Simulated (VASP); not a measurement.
Wanted: the native input for a VASP 6.6.1 run.

| Property | Result |
| --- | --- |
| Task | single point |
| Functional | r2SCAN |
| Potentials or basis | VASP PAW PBE potentials, release 64 (Sr_sv, Cu, B, O) |
| Cutoff | 520 eV |
| k mesh | 6 × 6 × 6 |
| Occupations | methfessel-paxton, width 0.2807 eV |
| Spin | no spin polarisation |
| Dipole correction | no |
| Further INCAR settings | ALGO = Normal; EDIFF = 1e-07; NBANDS = 46 |

Crystal: Sr2Cu3B2O2.

```
Sr Cu B O
1.0
     0.00000    3.86327    0.00000
     3.86327    0.00000    0.00000
     1.93163    1.93163   -8.32391
Sr Cu B O
2 3 2 2
Direct
  0.59614 0.59614 0.80772
  0.40386 0.40386 0.19228
  0.00000 0.00000 0.00000
  0.25000 0.75000 0.50000
  0.75000 0.25000 0.50000
  0.21009 0.21009 0.57983
  0.78991 0.78991 0.42017
  0.00000 0.50000 0.00000
  0.50000 0.00000 0.00000
```

These files were run (other wordings do the same):

POSCAR

```
Sr2Cu3B2O2
1.0
    0.0000000000      3.8632673302      0.0000000000
    3.8632673302      0.0000000000      0.0000000000
    1.9316336651      1.9316336651     -8.3239062177
Sr Cu B O
2 3 2 2
Direct
    0.5961403362      0.5961403362      0.8077193276
    0.4038596638      0.4038596638      0.1922806724
    0.0000000000      0.0000000000      0.0000000000
    0.2500000000      0.7500000000      0.5000000000
    0.7500000000      0.2500000000      0.5000000000
    0.2100865138      0.2100865138      0.5798269724
    0.7899134862      0.7899134862      0.4201730276
    0.0000000000      0.5000000000      0.0000000000
    0.5000000000      0.0000000000      0.0000000000
```

INCAR.step1

```
PREC = Accurate ; ENCUT = 520
ISMEAR = 1 ; SIGMA = 0.2807
LREAL = F ; LASPH = T
NELM = 80 ; NBANDS = 46
GGA = PE ; ALGO = Normal
EDIFF = 1E-4 ; LWAVE = T
LCHARG = F
```

INCAR.step2

```
PREC = Accurate ; ENCUT = 520
EDIFF = 1E-7 ; ISMEAR = 1
SIGMA = 0.2807 ; LREAL = F
LASPH = T ; NELM = 80
ALGO = Normal ; ISIF = 2
LWAVE = F ; LCHARG = F
METAGGA = R2SCAN ; LMIXTAU = T
NBANDS = 46 ; ISTART = 1
```

KPOINTS

```
Automatic mesh
0
Gamma
  6 6 6
```

Potentials or basis: VASP PAW PBE potentials, release 64 (Sr_sv, Cu, B, O).

The run is started by

```console
$ cat potpaw_PBE.64/Sr_sv/POTCAR potpaw_PBE.64/Cu/POTCAR potpaw_PBE.64/B/POTCAR potpaw_PBE.64/O/POTCAR > POTCAR
$ cp INCAR.step1 INCAR
$ mpirun -np 1 vasp_std > vasp.out
$ cp INCAR.step2 INCAR
$ mpirun -np 1 vasp_std > vasp.out
```

It gave:

```json
{
  "Pressure": "5.6 GPa",
  "Largest force": "0.069 eV/Å",
  "Band gap on the k mesh": "zero (an odd number of electrons rules out a gap without spin polarisation)"
}
```

Caveat: the cell stands under pressure; the PAW data sets were made with another functional, which shifts forces and pressure a little; an odd number of electrons without spin polarisation forces a metal; a magnetic or distorted state may lie lower.

Wall time 27 min on 1 thread of Intel(R) Xeon(R) Platinum 8259CL CPU @ 2.50GHz (Skylake/Cascade Lake), on a shared host, peak memory 0.35 GiB.
